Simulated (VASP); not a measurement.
A run of VASP 6.6.1 is set up as follows.

Contents of INCAR:

```
SYSTEM = Ta
PREC = Accurate
ENCUT = 520
EDIFF = 1E-6
ISMEAR = 0
SIGMA = 0.15
LREAL = .FALSE.
LASPH = .TRUE.
NELM = 100
ALGO = Fast
ISIF = 2
LWAVE = .FALSE.
LCHARG = .FALSE.
GGA = PE
NBANDS = 12
```

File KPOINTS:

```
regular mesh
0
G
  18 18 18
  0 0 0
```

POSCAR

```
Ta
1.0
   -1.7963909633      1.6594835689      1.9084061042
    1.7963909633     -1.6594835689      1.9084061042
    1.7963909633      1.6594835689     -1.9084061042
Ta
1
Direct
    0.0000000000      0.0000000000      0.0000000000
```

Potentials or basis: VASP PAW PBE potentials, release 64 (Ta_pv).

The run is started by

```sh
$ cat potpaw_PBE.64/Ta_pv/POTCAR > POTCAR
$ mpirun -np 1 vasp_std > vasp.out
```

Problem. Predict the pressure.

Solution. -27.2 GPa.

Problem. Estimate the band gap on the k mesh.

Solution. Zero (an odd number of electrons rules out a gap without spin polarisation).

Stress tensor (GPa, compression positive):
```
-26.40   0.00   0.00
  0.00 -25.87   0.00
  0.00   0.00 -29.45
```

Caveat: the cell differs from its parent crystal (normal strain along x +0.0825, normal strain along z +0.1500); the cell stands under tension; spin-orbit coupling is left out, which moves the levels of the heavy elements.
